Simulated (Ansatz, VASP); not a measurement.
CaH5 in VASP and in Ansatz

```
CELL_PARAMETERS angstrom
4.34055 0.00000 0.00000
-2.17028 3.75903 0.00000
0.00000 0.00000 4.03183
ATOMIC_POSITIONS crystal
Ca 0.00000 0.00000 0.50000
H 0.66667 0.33333 0.60339
H 0.00000 0.00000 0.00000
H 0.66667 0.33333 0.39661
H 0.33333 0.66667 0.39661
H 0.33333 0.66667 0.60339
```

Change from the starting cell: species swapped into the BaSn5 type (P6/mmm, No. 191).

Alike in both runs: functional PBE; k mesh 12 × 12 × 10; occupations gaussian, width 0.1 eV; no spin polarisation.

Ansatz relaxed the structure, and its values are those at the end. VASP's run is a single point on that final structure, the one shown.

```csv
,VASP,Ansatz
version,VASP 6.6.1,Ansatz 0.2.0
potentials or method,"VASP PAW PBE potentials, release 64 (Ca_sv, H), cutoff 520 eV","scalar-relativistic, plane waves, PAW"
valence electrons in the cell,15,15
```

|  | VASP | Ansatz | Ansatz less VASP |
| --- | --- | --- | --- |
| gap on the k mesh at the Fermi level (eV) | none | none | - |
| pressure (GPa) | 0.0 | 0.0 | +0.06 |

A gap of «none» marks a metal or a gap that the smearing closes. The functional is the same, so the differences come from potentials, cutoffs and numerics.
